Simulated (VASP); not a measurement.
# NaCl (e600) (Fm-3m) in VASP: further runs

The runs below take NaCl (e600) through single point, relaxation of cell and atoms, with PBE.

Program: VASP 6.6.1. These are calculated values, not measurements. Logs are shortened: lines on timing, memory, paths and dates and some standing lists are left out, and cuts for length are marked.

## (1) The cell of the first run

The structure is cubic, space group Fm-3m (No. 225). The conventional cell has a = 5.620 Å, b = 5.620 Å, c = 5.620 Å, α = 90.00°, β = 90.00°, γ = 90.00°. Within 3.7 Å of Na (site symmetry m-3m) lie 6 Cl at 2.81 Å. Within 3.7 Å of Cl (site symmetry m-3m) lie 6 Na at 2.81 Å.

## (2) Single point, PBE

Input file INCAR:

```
PREC = Accurate ; ENCUT = 520
EDIFF = 1E-6 ; ISMEAR = 0
SIGMA = 0.1 ; LREAL = False
LASPH = True ; NELM = 80
ALGO = Normal ; ISIF = 2
LWAVE = False ; LCHARG = False
GGA = PE ; NBANDS = 14
```

Input file KPOINTS:

```
Automatic mesh
0
Gamma
  6 6 6
```

Input file POSCAR:

```
NaCl
1.0
    0.0000000000      2.8100000000      2.8100000000
    2.8100000000      0.0000000000      2.8100000000
    2.8100000000      2.8100000000      0.0000000000
Na Cl
1 1
Direct
    0.0000000000      0.0000000000      0.0000000000
    0.5000000000      0.5000000000      0.5000000000
```

Potentials or basis: VASP PAW PBE potentials, release 64 (Na_pv, Cl).

Run with:

```console
$ cat potpaw_PBE.64/Na_pv/POTCAR potpaw_PBE.64/Cl/POTCAR > POTCAR
$ mpirun -np 1 vasp_std > vasp.out
```

OUTCAR:

```text
PREC = Accurate
   ENCUT = 520
   EDIFF = 1E-6
   ISMEAR = 0
   LREAL = False
   LASPH = True
   NELM = 80
   ISIF = 2
   GGA = PE

 ion  position               nearest neighbor table
   1  0.000  0.000  0.000-
   2  0.500  0.500  0.500-

  LATTYP: Found a face centered cubic cell.
 ALAT       =     5.6200000000

  Lattice vectors:

 A1 = (   0.0000000000,   2.8100000000,   2.8100000000)
 A2 = (   2.8100000000,   0.0000000000,   2.8100000000)
 A3 = (   2.8100000000,   2.8100000000,   0.0000000000)

Analysis of symmetry for initial positions (statically):
=====================================================================
 Subroutine PRICEL returns:
 Original cell was already a primitive cell.

 Routine SETGRP: Setting up the symmetry group for a
 face centered cubic supercell.

 Subroutine GETGRP returns: Found 48 space group operations
 (whereof 48 operations were pure point group operations)
 out of a pool of 48 trial point group operations.

The static configuration has the point symmetry O_h .

Analysis of symmetry for dynamics (positions and initial velocities):
=====================================================================
 Subroutine PRICEL returns:
 Original cell was already a primitive cell.

 Routine SETGRP: Setting up the symmetry group for a
 face centered cubic supercell.

 Subroutine GETGRP returns: Found 48 space group operations
 (whereof 48 operations were pure point group operations)
 out of a pool of 48 trial point group operations.

The dynamic configuration has the point symmetry O_h .

 Subroutine INISYM returns: Found 48 space group operations
 (whereof 48 operations are pure point group operations),
 and found     1 'primitive' translations

----------------------------------------------------------------------------------------

                                     Primitive cell

  volume of cell :      44.3761

  direct lattice vectors                    reciprocal lattice vectors
     0.000000000  2.810000000  2.810000000    -0.177935943  0.177935943  0.177935943
     2.810000000  0.000000000  2.810000000     0.177935943 -0.177935943  0.177935943
     2.810000000  2.810000000  0.000000000     0.177935943  0.177935943 -0.177935943

  length of vectors
     3.973940110  3.973940110  3.973940110     0.308194094  0.308194094  0.308194094

  position of ions in fractional coordinates (direct lattice)
     0.000000000  0.000000000  0.000000000
     0.500000000  0.500000000  0.500000000

  ion indices of the primitive-cell ions
   primitive index   ion index
                 1           1
                 2           2

----------------------------------------------------------------------------------------

 KPOINTS: Automatic mesh

Automatic generation of k-mesh.
 Grid dimensions read from file:
 generate k-points for:    6    6    6

 Generating k-lattice:

  Cartesian coordinates                     Fractional coordinates (reciprocal lattice)
    -0.029655991  0.029655991  0.029655991     0.166666667  0.000000000  0.000000000
     0.029655991 -0.029655991  0.029655991     0.000000000  0.166666667  0.000000000
     0.029655991  0.029655991 -0.029655991     0.000000000  0.000000000  0.166666667

  Length of vectors
     0.051365682  0.051365682  0.051365682

  Shift w.r.t. Gamma in fractional coordinates (k-lattice)
     0.000000000  0.000000000  0.000000000

 Subroutine IBZKPT returns following result:
 ===========================================

 Found     16 irreducible k-points:

 Following reciprocal coordinates:
            Coordinates               Weight
  0.000000  0.000000  0.000000      1.000000
  0.166667  0.000000  0.000000      8.000000
  0.333333  0.000000  0.000000      8.000000
  0.500000  0.000000  0.000000      4.000000
  0.166667  0.166667  0.000000      6.000000
  0.333333  0.166667  0.000000     24.000000
[... 8 lines left out ...]
 -0.333333  0.333333  0.166667     24.000000
 -0.333333  0.500000  0.166667     12.000000
   k-points           NKPTS =     16   k-points in BZ     NKDIM =     16   number of bands    NBANDS=     14
   number of dos      NEDOS =    301   number of ions     NIONS =      2
   total plane-waves  NPLWV =  27000
   dimension x,y,z NGX =    30 NGY =   30 NGZ =   30
   dimension x,y,z NGXF=    60 NGYF=   60 NGZF=   60
   ions per type =               1   1
   NGX,Y,Z   is equivalent  to a cutoff of  12.55, 12.55, 12.55 a.u.
   NGXF,Y,Z  is equivalent  to a cutoff of  25.10, 25.10, 25.10 a.u.
 SYSTEM =  unknown system
   PREC   = accura    normal or accurate (medium, high low for compatibility)
   ISTART =      0    job   : 0-new  1-cont  2-samecut
   ICHARG =      2    charge: 1-file 2-atom 10-const
   ISPIN  =      1    spin polarized calculation?
   LNONCOLLINEAR =      F non collinear calculations
   LSORBIT =      F    spin-orbit coupling
   LASPH  =      T    aspherical Exc in radial PAW
   ENCUT  =  520.0 eV  38.22 Ry    6.18 a.u.   7.39  7.39  7.39*2*pi/ulx,y,z
   NELM   =     80;   NELMIN=  2; NELMDL= -5     # of ELM steps
   EDIFF  = 0.1E-05   stopping-criterion for ELM
   LREAL  =      F    real-space projection
   EDIFFG = 0.1E-04   stopping-criterion for IOM
   NSW    =      0    number of steps for IOM
   IBRION =     -1    ionic relax: 0-MD 1-quasi-New 2-CG
   NFREE  =      0    steps in history (QN), initial steepest desc. (CG)
   ISIF   =      2    stress and relaxation
   ISYM   =      2    0-nonsym 1-usesym 2-fastsym
   POTIM  = 0.5000    time-step for ionic-motion
   TEBEG  =    0.0;   TEEND  =   0.0 temperature during run
   PSTRESS=    0.0 pullay stress
   NELECT =      14.0000    total number of electrons
   NUPDOWN=      -1.0000    fix difference up-down
   EMIN   =  10.00;   EMAX   =-10.00  energy-range for DOS
   EFERMI =   0.00;   METHOD = LEGACY
   ISMEAR =     0;   SIGMA  =   0.10  broadening in eV -4-tet -1-fermi 0-gaus
   EFERMI_NEDOS =   21; number of points for ismear=-14 and -15
   IALGO  =     38    algorithm
   IMIX   =      4    mixing-type and parameters
     AMIX     =   0.40;   BMIX     =  1.00
     AMIX_MAG =   1.60;   BMIX_MAG =  1.00
  volume/ion in A,a.u.               =      22.19       149.73
  Fermi-wavevector in a.u.,A,eV,Ry     =   1.114469  2.106040 16.898985  1.242040
  Thomas-Fermi vector in A             =   2.251064
   LORBIT       =      0    0 simple, 1 ext, 2 COOP (PROOUT), +10 PAW based schemes
   GGA     = PE    functional components
   LHFCALC =     F    Hartree Fock is set to
   AEXX    =    0.0000 exact exchange contribution
   IVDW    =     0    specifies the selected vdW correction
   LEPSILON=     F    determine dielectric tensor
   LRPA    =     F    only Hartree local field effects (RPA)
 non-spin polarized calculation
 Gauss-broadening in eV      SIGMA  =   0.10
  energy-cutoff  :      520.00
  volume of cell :       44.38
 maximum number of plane-waves:      1243
 NGX is ok and might be reduce to    30
   NGX = 15   NGY = 15   NGZ = 15

 number of electron      14.0000000 magnetization

 Free energy of the ion-electron system (eV)
  ---------------------------------------------------
  ext. energy  EPLUGINS =         0.00000000
  ---------------------------------------------------
  free energy    TOTEN  =        -6.77194649 eV

  energy without entropy =       -6.77194649  energy(sigma->0) =       -6.77194649

 E-fermi :  -0.1705     XC(G=0):  -8.2119

 val. band max:       -0.6697371238   @ k =   0.0000   0.0000   0.0000
 cond. band min:       4.4788058174   @ k =   0.0000   0.0000   0.0000
 fundamental gap:      5.1485429412
 Fermi energy:        -0.1705349872

 k-point     1 :       0.0000    0.0000    0.0000
  band No.  band energies     occupation
      1     -21.4679      2.00000
      2     -21.4679      2.00000
      3     -21.4679      2.00000
      4     -13.3526      2.00000
      5      -0.6697      2.00000
      6      -0.6697      2.00000
      7      -0.6697      2.00000
      8       4.4788      0.00000
      9      10.4618      0.00000
     10      10.4618      0.00000
     11      10.4618      0.00000
     12      12.6364      0.00000
     13      12.6364      0.00000
     14      14.2602      0.00000

 k-point     2 :       0.1667    0.0000    0.0000
  band No.  band energies     occupation
      1     -21.4756      2.00000
      2     -21.4684      2.00000
      3     -21.4684      2.00000
      4     -13.2694      2.00000
      5      -1.2797      2.00000
      6      -0.7402      2.00000
      7      -0.7402      2.00000
      8       5.2979      0.00000
      9       9.6755      0.00000
     10      10.7482      0.00000
     11      10.7482      0.00000
     12      12.3180      0.00000
     13      12.3180      0.00000
     14      15.3594      0.00000

 k-point     3 :       0.3333    0.0000    0.0000
  band No.  band energies     occupation
      1     -21.4909      2.00000
      2     -21.4695      2.00000
      3     -21.4695      2.00000
      4     -13.0957      2.00000
      5      -2.2248      2.00000
      6      -0.8747      2.00000
      7      -0.8747      2.00000
      8       6.4136      0.00000
      9       9.4645      0.00000
     10      10.5620      0.00000
     11      10.5620      0.00000
     12      13.4166      0.00000
     13      13.4166      0.00000
     14      14.6415      0.00000

 k-point     4 :       0.5000    0.0000    0.0000
  band No.  band energies     occupation
      1     -21.4985      2.00000
      2     -21.4701      2.00000
      3     -21.4701      2.00000
      4     -13.0048      2.00000
      5      -2.6250      2.00000
      6      -0.9390      2.00000
      7      -0.9390      2.00000
      8       6.6229      0.00000
      9      10.0422      0.00000
     10      10.3293      0.00000
     11      10.3293      0.00000
     12      14.3876      0.00000
     13      15.5435      0.00000
     14      15.5435      0.00000

 k-point     5 :       0.1667    0.1667    0.0000
  band No.  band energies     occupation
      1     -21.4749      2.00000
      2     -21.4700      2.00000
      3     -21.4699      2.00000
      4     -13.2455      2.00000
      5      -1.2990      2.00000
      6      -0.8362      2.00000
      7      -0.8362      2.00000
      8       5.5676      0.00000
      9       9.2170      0.00000
     10      11.1059      0.00000
     11      11.1059      0.00000
[... 140 lines left out ...]
 k-point    14 :       0.5000    0.3333    0.1667
  band No.  band energies     occupation
      1     -21.4881      2.00000
      2     -21.4770      2.00000
      3     -21.4726      2.00000
      4     -13.0077      2.00000
      5      -2.1506      2.00000
      6      -1.4251      2.00000
      7      -1.1005      2.00000
      8       7.7503      0.00000
      9       8.5352      0.00000
     10       9.1924      0.00000
     11      11.6854      0.00000
     12      12.9845      0.00000
     13      15.4609      0.00000
     14      15.9677      0.00000

 k-point    15 :      -0.3333    0.3333    0.1667
  band No.  band energies     occupation
      1     -21.4887      2.00000
      2     -21.4794      2.00000
      3     -21.4743      2.00000
      4     -12.9557      2.00000
      5      -2.1623      2.00000
      6      -1.6676      2.00000
      7      -1.2107      2.00000
      8       8.2748      0.00000
      9       8.5263      0.00000
     10       9.3452      0.00000
     11      11.2492      0.00000
     12      13.6183      0.00000
     13      15.0474      0.00000
     14      16.0520      0.00000

 k-point    16 :      -0.3333    0.5000    0.1667
  band No.  band energies     occupation
      1     -21.4857      2.00000
      2     -21.4794      2.00000
      3     -21.4780      2.00000
      4     -12.9434      2.00000
      5      -2.1266      2.00000
      6      -1.5943      2.00000
      7      -1.3967      2.00000
      8       7.7555      0.00000
      9       8.2370      0.00000
     10       9.8887      0.00000
     11      11.4595      0.00000
     12      14.6159      0.00000
     13      15.6279      0.00000
     14      15.7416      0.00000

------------------------ aborting loop because EDIFF is reached ----------------------------------------

  FORCE on cell =-STRESS in cart. coord.  units (eV):
  Direction    XX          YY          ZZ          XY          YZ          ZX
  --------------------------------------------------------------------------------------
  -------------------------------------------------------------------------------------
  Total        0.2821615      0.2821615      0.2821615      0.0000000      0.0000000      0.0000000
  in kB       10.1873077     10.1873077     10.1873077      0.0000000      0.0000000      0.0000000
  external PRESSURE =      10.1873077 kB  Pullay stress =       0.0000000 kB

 VOLUME and BASIS-vectors are now :
 -----------------------------------------------------------------------------
  energy-cutoff  :      520.00
  volume of cell :       44.38
      direct lattice vectors                 reciprocal lattice vectors
     0.000000000  2.810000000  2.810000000    -0.177935943  0.177935943  0.177935943
     2.810000000  0.000000000  2.810000000     0.177935943 -0.177935943  0.177935943
     2.810000000  2.810000000  0.000000000     0.177935943  0.177935943 -0.177935943

 POSITION                                       TOTAL-FORCE (eV/Angst)
 -----------------------------------------------------------------------------------
      0.00000      0.00000      0.00000         0.000000      0.000000      0.000000
      2.81000      2.81000      2.81000        -0.000000     -0.000000     -0.000000
 -----------------------------------------------------------------------------------
    total drift:                               -0.000000      0.000000      0.000000

  FREE ENERGIE OF THE ION-ELECTRON SYSTEM (eV)
  ---------------------------------------------------
  free  energy   TOTEN  =        -6.7719464863 eV

  energy  without entropy=       -6.7719464863  energy(sigma->0) =       -6.77194649
```

It took 11 s on 1 thread of Intel Xeon Platinum 8259CL at 2.50GHz (Skylake/Cascade Lake), shared host; peak memory 0.16 GiB.

Results:

| Quantity | Value |
| --- | --- |
| Free energy | -6.7719 eV |
| Pressure | 1.0 GPa |
| Band gap on the k mesh | 5.15 eV, direct |

## (3) Single point, PBE

This run uses another cell than the first one, of 19.22 Å³/atom, 0.866 times its volume.

Input file INCAR:

```
PREC = Accurate ; ENCUT = 520
EDIFF = 1E-7 ; ISMEAR = 0
SIGMA = 0.02 ; LREAL = False
LASPH = True ; NELM = 80
ALGO = Normal ; ISIF = 2
LWAVE = False ; LCHARG = False
GGA = PE ; NBANDS = 14
```

Input file KPOINTS:

```
regular mesh
0
Gamma
  8 8 8
```

Input file POSCAR:

```
NaCl
1.0
    0.0000000000      2.6785997408      2.6785997408
    2.6785997408      0.0000000000      2.6785997408
    2.6785997408      2.6785997408      0.0000000000
Na Cl
1 1
Direct
    0.0000000000      0.0000000000      0.0000000000
    0.5000000000      0.5000000000      0.5000000000
```

Potentials or basis: VASP PAW PBE potentials, release 64 (Na_pv, Cl).

Run with:

```console
$ cat potpaw_PBE.64/Na_pv/POTCAR potpaw_PBE.64/Cl/POTCAR > POTCAR
$ mpirun -np 1 vasp_std > vasp.out
```

Wall time 18 s (1 thread of Intel Xeon Platinum 8259CL at 2.50GHz (Skylake/Cascade Lake), shared host); peak memory 0.15 GiB.

The run converged. Its results:

```
Free energy            : -6.6407 eV
Pressure               : 6.7 GPa
Band gap on the k mesh : 5.77 eV, direct
```

Levels at points of the mesh, in eV from the valence-band top:
```csv
k point,band 3,band 4,band 5,band 6,band 7,band 8,band 9,band 10,band 11,band 12
"(0.00, 0.00, 0.00)",-20.57,-13.06,0.00,0.00,0.00,5.77,11.24,11.24,11.24,13.61
"(0.50, 0.00, 0.00)",-20.58,-12.53,-2.44,-0.36,-0.36,7.53,11.33,11.33,11.95,16.05
"(0.50, 0.50, 0.00)",-20.59,-12.48,-2.11,-0.76,-0.76,7.89,7.98,12.48,15.82,16.23
```

As with any semilocal functional, this PBE gap is likely too small.

[end of part 1 of 2]
